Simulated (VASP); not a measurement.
The system is LiNd.

```xyz
4
Lattice="0.0000 3.4006 3.4006 3.4006 0.0000 3.4006 3.4006 3.4006 0.0000" Properties=species:S:1:pos:R:3 pbc="T T T"
Li    3.4006    3.4006    3.4006
Li    5.1009    5.1009    5.1009
Nd    0.0000    0.0000    0.0000
Nd    1.7003    1.7003    1.7003
```

The cell was generated, and may not be a known phase.

```yaml
Program: VASP 6.6.1
Task: relaxation of cell and atoms
Functional: PBE
Potentials_or_basis: VASP PAW PBE potentials, release 64 (Li_sv, Nd)
Cutoff: 600 eV
k_mesh: 4 × 4 × 4
Occupations: gaussian, width 0.1 eV
Spin: no spin polarisation
```

At the start: pressure -1.2 GPa; volume 19.66 Å³/atom.

How do energy, volume and symmetry change on relaxing?

Over 4 steps the energy falls by 4.7 meV/atom and the volume is 18.55 Å³/atom (-5.6 %); space group Fd-3m (No. 227, to 0.1 Å) before and after.

The path:
```
step  energy change (eV)  largest force (eV/Å)  pressure (GPa)  volume (Å³)
   1              0.0000                0.0000           -1.21        78.65
   2             -0.0115                0.0000           -1.01        76.97
   3             -0.0140                0.0000            0.86        72.07
   4             -0.0188                0.0000            0.27        74.21
```

Final structure:
```
CELL_PARAMETERS angstrom
0.00000 3.33544 3.33544
3.33544 0.00000 3.33544
3.33544 3.33544 0.00000
ATOMIC_POSITIONS crystal
Li 0.50000 0.50000 0.50000
Li 0.75000 0.75000 0.75000
Nd 0.00000 0.00000 0.00000
Nd 0.25000 0.25000 0.25000
```

Caveat: the k points lie up to 0.41 Å⁻¹ apart in the final cell; the cutoff is under 1.25 times the usual one of these potentials, so pressure, stress and relaxed cells hold a basis-set (Pulay) error; semilocal functionals describe open f shells poorly, which spoils levels, moments and volumes.
